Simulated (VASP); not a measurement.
# Si (Fd-3m) in VASP: single point with PBE

Aim: the single point of Si with PBE.

All numbers are computed with VASP 6.6.1; they aren't measurements. Logs are shortened: lines on timing, memory, paths and dates and some standing lists are left out, and cuts for length are marked.

**1. The cell of the first run**

It takes space group Fd-3m (No. 227, cubic). Conventional cell: a = 5.470 Å, b = 5.470 Å, c = 5.470 Å, α = 90.00°, β = 90.00°, γ = 90.00°. Within 3.1 Å of Si (site symmetry -43m) lie 4 Si at 2.37 Å.

**2. Single point, PBE**

INCAR reads:

```
SYSTEM = Si
PREC = Accurate
ENCUT = 500
EDIFF = 1E-6
ISMEAR = 0
SIGMA = 0.01
LREAL = .FALSE.
LASPH = .TRUE.
NELM = 120
ALGO = Normal
ISIF = 2
LWAVE = .FALSE.
LCHARG = .TRUE.
GGA = PE
LELF = .TRUE.
LVHAR = .TRUE.
NBANDS = 11
GGA_COMPAT = .FALSE.
```

KPOINTS reads:

```
regular mesh
0
G
  10 10 10
  0 0 0
```

POSCAR reads:

```
Si
1.0
    0.0000000000      2.7351084680      2.7351084680
    2.7351084680      0.0000000000      2.7351084680
    2.7351084680      2.7351084680      0.0000000000
Si
2
Direct
    0.0000000000      0.0000000000      0.0000000000
    0.2500000000      0.2500000000      0.2500000000
```

Potentials or basis: VASP PAW PBE potentials, release 64 (Si).

On the command line:

```
$ cat potpaw_PBE.64/Si/POTCAR > POTCAR
$ mpirun -np 1 vasp_std > vasp.out
```

OUTCAR:

```text
SYSTEM = Si
   PREC = Accurate
   ENCUT = 500
   EDIFF = 1E-6
   ISMEAR = 0
   LREAL = .FALSE.
   LASPH = .TRUE.
   NELM = 120
   ISIF = 2
   GGA = PE

 ion  position               nearest neighbor table
   1  0.000  0.000  0.000-   2 2.37   2 2.37   2 2.37   2 2.37
   2  0.250  0.250  0.250-   1 2.37   1 2.37   1 2.37   1 2.37

  LATTYP: Found a face centered cubic cell.
 ALAT       =     5.4702169360

  Lattice vectors:

 A1 = (   0.0000000000,   2.7351084680,   2.7351084680)
 A2 = (   2.7351084680,   0.0000000000,   2.7351084680)
 A3 = (   2.7351084680,   2.7351084680,   0.0000000000)

Analysis of symmetry for initial positions (statically):
=====================================================================
 Subroutine PRICEL returns:
 Original cell was already a primitive cell.

 Routine SETGRP: Setting up the symmetry group for a
 face centered cubic supercell.

 Subroutine GETGRP returns: Found 48 space group operations
 (whereof 24 operations were pure point group operations)
 out of a pool of 48 trial point group operations.

The static configuration has the point symmetry T_d .
 The point group associated with its full space group is O_h .

Analysis of symmetry for dynamics (positions and initial velocities):
=====================================================================
 Subroutine PRICEL returns:
 Original cell was already a primitive cell.

 Routine SETGRP: Setting up the symmetry group for a
 face centered cubic supercell.

 Subroutine GETGRP returns: Found 48 space group operations
 (whereof 24 operations were pure point group operations)
 out of a pool of 48 trial point group operations.

The dynamic configuration has the point symmetry T_d .
 The point group associated with its full space group is O_h .

 Subroutine INISYM returns: Found 48 space group operations
 (whereof 24 operations are pure point group operations),
 and found     1 'primitive' translations

----------------------------------------------------------------------------------------

                                     Primitive cell

  volume of cell :      40.9217

  direct lattice vectors                    reciprocal lattice vectors
     0.000000000  2.735108468  2.735108468    -0.182808106  0.182808106  0.182808106
     2.735108468  0.000000000  2.735108468     0.182808106 -0.182808106  0.182808106
     2.735108468  2.735108468  0.000000000     0.182808106  0.182808106 -0.182808106

  length of vectors
     3.868027490  3.868027490  3.868027490     0.316632928  0.316632928  0.316632928

  position of ions in fractional coordinates (direct lattice)
     0.000000000  0.000000000  0.000000000
     0.250000000  0.250000000  0.250000000

  ion indices of the primitive-cell ions
   primitive index   ion index
                 1           1
                 2           2

----------------------------------------------------------------------------------------

 KPOINTS: regular mesh

Automatic generation of k-mesh.
 Grid dimensions read from file:
 generate k-points for:   10   10   10

 Generating k-lattice:

  Cartesian coordinates                     Fractional coordinates (reciprocal lattice)
    -0.018280811  0.018280811  0.018280811     0.100000000  0.000000000  0.000000000
     0.018280811 -0.018280811  0.018280811     0.000000000  0.100000000  0.000000000
     0.018280811  0.018280811 -0.018280811     0.000000000  0.000000000  0.100000000

  Length of vectors
     0.031663293  0.031663293  0.031663293

  Shift w.r.t. Gamma in fractional coordinates (k-lattice)
     0.000000000  0.000000000  0.000000000

 Subroutine IBZKPT returns following result:
 ===========================================

 Found     47 irreducible k-points:

 Following reciprocal coordinates:
            Coordinates               Weight
  0.000000  0.000000  0.000000      1.000000
  0.100000  0.000000  0.000000      8.000000
  0.200000  0.000000  0.000000      8.000000
  0.300000  0.000000  0.000000      8.000000
  0.400000  0.000000  0.000000      8.000000
  0.500000  0.000000  0.000000      4.000000
[... 16 lines left out ...]
  0.300000  0.300000  0.000000      6.000000
  0.400000  0.300000  0.000000     24.000000
 [... further k-points ...]
   k-points           NKPTS =     47   k-points in BZ     NKDIM =     47   number of bands    NBANDS=     11
   number of dos      NEDOS =    301   number of ions     NIONS =      2
   total plane-waves  NPLWV =  21952
   dimension x,y,z NGX =    28 NGY =   28 NGZ =   28
   dimension x,y,z NGXF=    56 NGYF=   56 NGZF=   56
   ions per type =               2
   NGX,Y,Z   is equivalent  to a cutoff of  12.03, 12.03, 12.03 a.u.
   NGXF,Y,Z  is equivalent  to a cutoff of  24.07, 24.07, 24.07 a.u.
 SYSTEM =  Si
   PREC   = accura    normal or accurate (medium, high low for compatibility)
   ISTART =      0    job   : 0-new  1-cont  2-samecut
   ICHARG =      2    charge: 1-file 2-atom 10-const
   ISPIN  =      1    spin polarized calculation?
   LNONCOLLINEAR =      F non collinear calculations
   LSORBIT =      F    spin-orbit coupling
   LASPH  =      T    aspherical Exc in radial PAW
   ENCUT  =  500.0 eV  36.75 Ry    6.06 a.u.   7.05  7.05  7.05*2*pi/ulx,y,z
   NELM   =    120;   NELMIN=  2; NELMDL= -5     # of ELM steps
   EDIFF  = 0.1E-05   stopping-criterion for ELM
   LREAL  =      F    real-space projection
   EDIFFG = 0.1E-04   stopping-criterion for IOM
   NSW    =      0    number of steps for IOM
   IBRION =     -1    ionic relax: 0-MD 1-quasi-New 2-CG
   NFREE  =      0    steps in history (QN), initial steepest desc. (CG)
   ISIF   =      2    stress and relaxation
   ISYM   =      2    0-nonsym 1-usesym 2-fastsym
   POTIM  = 0.5000    time-step for ionic-motion
   TEBEG  =    0.0;   TEEND  =   0.0 temperature during run
   PSTRESS=    0.0 pullay stress
   NELECT =       8.0000    total number of electrons
   NUPDOWN=      -1.0000    fix difference up-down
   EMIN   =  10.00;   EMAX   =-10.00  energy-range for DOS
   EFERMI =   0.00;   METHOD = LEGACY
   ISMEAR =     0;   SIGMA  =   0.01  broadening in eV -4-tet -1-fermi 0-gaus
   EFERMI_NEDOS =   21; number of points for ismear=-14 and -15
   IALGO  =     38    algorithm
   IMIX   =      4    mixing-type and parameters
     AMIX     =   0.40;   BMIX     =  1.00
     AMIX_MAG =   1.60;   BMIX_MAG =  1.00
  volume/ion in A,a.u.               =      20.46       138.08
  Fermi-wavevector in a.u.,A,eV,Ry     =   0.950139  1.795502 12.282840  0.902763
  Thomas-Fermi vector in A             =   2.078487
   LORBIT       =      0    0 simple, 1 ext, 2 COOP (PROOUT), +10 PAW based schemes
   GGA     = PE    functional components
   LHFCALC =     F    Hartree Fock is set to
   AEXX    =    0.0000 exact exchange contribution
   IVDW    =     0    specifies the selected vdW correction
   LEPSILON=     F    determine dielectric tensor
   LRPA    =     F    only Hartree local field effects (RPA)
 non-spin polarized calculation
 Gauss-broadening in eV      SIGMA  =   0.01
  energy-cutoff  :      500.00
  volume of cell :       40.92
 maximum number of plane-waves:      1056
   NGX = 15   NGY = 15   NGZ = 15

 number of electron       8.0000000 magnetization

 Free energy of the ion-electron system (eV)
  ---------------------------------------------------
  ext. energy  EPLUGINS =         0.00000000
  ---------------------------------------------------
  free energy    TOTEN  =       -10.84918297 eV

  energy without entropy =      -10.84918297  energy(sigma->0) =      -10.84918297

 E-fermi :   5.7072     XC(G=0):  -9.3242

 val. band max:        5.6078701599   @ k =   0.0000   0.0000   0.0000
 cond. band min:       6.2271094397   @ k =   0.4000   0.4000   0.0000
 fundamental gap:      0.6192392798
 Fermi energy:         5.7071714641

 k-point     1 :       0.0000    0.0000    0.0000
  band No.  band energies     occupation
      1      -6.2013      2.00000
      2       5.6079      2.00000
      3       5.6079      2.00000
      4       5.6079      2.00000
      5       8.1645      0.00000
      6       8.1645      0.00000
      7       8.1645      0.00000
      8       8.7324      0.00000
      9      13.3167      0.00000
     10      13.3167      0.00000
     11      13.4819      0.00000

 k-point     2 :       0.1000    0.0000    0.0000
  band No.  band energies     occupation
      1      -6.0728      2.00000
      2       4.4659      2.00000
      3       5.4143      2.00000
      4       5.4143      2.00000
      5       8.1285      0.00000
      6       8.4500      0.00000
      7       8.4500      0.00000
      8       9.7046      0.00000
      9      12.9672      0.00000
     10      12.9672      0.00000
     11      14.0113      0.00000

 k-point     3 :       0.2000    0.0000    0.0000
  band No.  band energies     occupation
      1      -5.6936      2.00000
      2       2.6269      2.00000
      3       5.0408      2.00000
      4       5.0408      2.00000
      5       7.7577      0.00000
      6       8.9517      0.00000
      7       8.9517      0.00000
      8      11.4795      0.00000
      9      12.6566      0.00000
     10      12.6566      0.00000
     11      14.6807      0.00000

 k-point     4 :       0.3000    0.0000    0.0000
  band No.  band energies     occupation
      1      -5.0907      2.00000
      2       0.8700      2.00000
      3       4.7109      2.00000
      4       4.7109      2.00000
      5       7.3939      0.00000
      6       9.1326      0.00000
      7       9.1326      0.00000
      8      13.1027      0.00000
      9      13.1815      0.00000
     10      13.1815      0.00000
     11      14.4270      0.00000

 k-point     5 :       0.4000    0.0000    0.0000
  band No.  band energies     occupation
      1      -4.3617      2.00000
      2      -0.5771      2.00000
      3       4.5011      2.00000
      4       4.5011      2.00000
      5       7.1540      0.00000
      6       9.0288      0.00000
      7       9.0288      0.00000
      8      13.4113      0.00000
      9      14.5426      0.00000
     10      14.5426      0.00000
     11      15.5135      0.00000
[... 211 lines left out ...]
 k-point    21 :      -0.3000    0.2000    0.0000
  band No.  band energies     occupation
      1      -4.1765      2.00000
      2      -0.0500      2.00000
      3       2.2265      2.00000
      4       4.3177      2.00000
      5       8.0476      0.00000
      6      10.1113      0.00000
      7      10.1675      0.00000
      8      12.2215      0.00000
      9      12.4202      0.00000
     10      15.0560      0.00000
     11      17.4254      0.00000

 k-point    22 :      -0.2000    0.2000    0.0000
  band No.  band energies     occupation
      1      -4.8787      2.00000
      2       1.1624      2.00000
      3       2.6771      2.00000
      4       4.7774      2.00000
      5       8.4570      0.00000
      6       9.5724      0.00000
      7       9.8757      0.00000
      8      11.2613      0.00000
      9      11.7402      0.00000
     10      16.2056      0.00000
     11      16.2252      0.00000

 k-point    23 :       0.3000    0.3000    0.0000
  band No.  band energies     occupation
      1      -4.6809      2.00000
      2       1.2041      2.00000
      3       3.4275      2.00000
      4       3.4275      2.00000
      5       6.4984      0.00000
      6       8.0450      0.00000
      7      12.1760      0.00000
      8      12.1760      0.00000
      9      14.5068      0.00000
     10      15.0299      0.00000
     11      17.9198      0.00000

 k-point    24 :       0.4000    0.3000    0.0000
  band No.  band energies     occupation
      1      -4.0802      2.00000
      2       0.2162      2.00000
      3       2.8168      2.00000
      4       3.2260      2.00000
      5       6.6858      0.00000
      6       7.8743      0.00000
      7      12.4592      0.00000
      8      12.6007      0.00000
      9      16.0147      0.00000
     10      16.1401      0.00000
     11      17.6234      0.00000

 [... further k-points ...]
[... 5 lines left out ...]
  --------------------------------------------------------------------------------------
  -------------------------------------------------------------------------------------
  Total       -0.0194218     -0.0194218     -0.0194218      0.0000000      0.0000000      0.0000000
  in kB       -0.7604074     -0.7604074     -0.7604074      0.0000000      0.0000000      0.0000000
  external PRESSURE =      -0.7604074 kB  Pullay stress =       0.0000000 kB

 VOLUME and BASIS-vectors are now :
 -----------------------------------------------------------------------------
  energy-cutoff  :      500.00
  volume of cell :       40.92
      direct lattice vectors                 reciprocal lattice vectors
     0.000000000  2.735108468  2.735108468    -0.182808106  0.182808106  0.182808106
     2.735108468  0.000000000  2.735108468     0.182808106 -0.182808106  0.182808106
     2.735108468  2.735108468  0.000000000     0.182808106  0.182808106 -0.182808106

 POSITION                                       TOTAL-FORCE (eV/Angst)
 -----------------------------------------------------------------------------------
      0.00000      0.00000      0.00000         0.000000     -0.000000     -0.000000
      1.36755      1.36755      1.36755        -0.000000      0.000000      0.000000
 -----------------------------------------------------------------------------------
    total drift:                                0.000000      0.000000     -0.000000

  FREE ENERGIE OF THE ION-ELECTRON SYSTEM (eV)
  ---------------------------------------------------
  free  energy   TOTEN  =       -10.8491829656 eV

  energy  without entropy=      -10.8491829656  energy(sigma->0) =      -10.84918297
```

Run time: 6.5 s. Hardware: 1 thread of Intel Xeon 6975P-C (Granite Rapids), shared host; peak memory 0.15 GiB.

What came out:

```
Free energy            : -10.8492 eV
Pressure               : -0.1 GPa
Band gap on the k mesh : 0.62 eV, indirect (least direct gap 2.56 eV)
```

A k mesh can miss the band edges.
